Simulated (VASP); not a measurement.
Write the native input for VASP 6.6.1 that does the following.

- Task: single point
- Functional: PBE
- Potentials or basis: VASP PAW PBE potentials, release 64 (Li_sv, F)
- Cutoff: 520 eV
- k mesh: 9 × 9 × 6
- Occupations: gaussian, width 0.05 eV
- Spin: no spin polarisation
- Dipole correction: no
- Further INCAR settings: ALGO = Normal; EDIFF = 1e-07; NBANDS = 18

The structure of LiF lies in POSCAR:

```
LiF
1.0
    3.0092927970      0.0000000000      0.0000000000
   -1.5046463985      2.6061240097      0.0000000000
    0.0000000000      0.0000000000      4.4429198855
Li F
2 2
Direct
    0.3333333333      0.6666666667      0.3810713234
    0.6666666667      0.3333333333      0.8810713234
    0.3333333333      0.6666666667      0.9939266766
    0.6666666667      0.3333333333      0.4939266766
```

This cell differs from its parent crystal: volume 8.711 Å^3 an atom, c/a of the conventional cell 1.4764.

The input as run:

INCAR

```
ALGO = Normal
EDIFF = 1E-7
ENCUT = 520
GGA = PE
ISIF = 2
ISMEAR = 0
LASPH = T
LCHARG = T
LELF = T
LREAL = F
LVHAR = T
LWAVE = F
NBANDS = 18
NELM = 60
PREC = Accurate
SIGMA = 0.05
```

KPOINTS

```
k-points
0
Gamma
  9 9 6
```

Potentials or basis: VASP PAW PBE potentials, release 64 (Li_sv, F).

Command:

```console
$ cat potpaw_PBE.64/Li_sv/POTCAR potpaw_PBE.64/F/POTCAR > POTCAR
$ mpirun -np 1 vasp_std > vasp.out
```

It gave:

```json
{"Largest force": "0.530 eV/Å", "Band gap on the k mesh": "8.47 eV, direct"}
```

Wall time 62 s on 1 thread of AMD EPYC 7R13, on a shared host, peak memory 0.13 GiB.
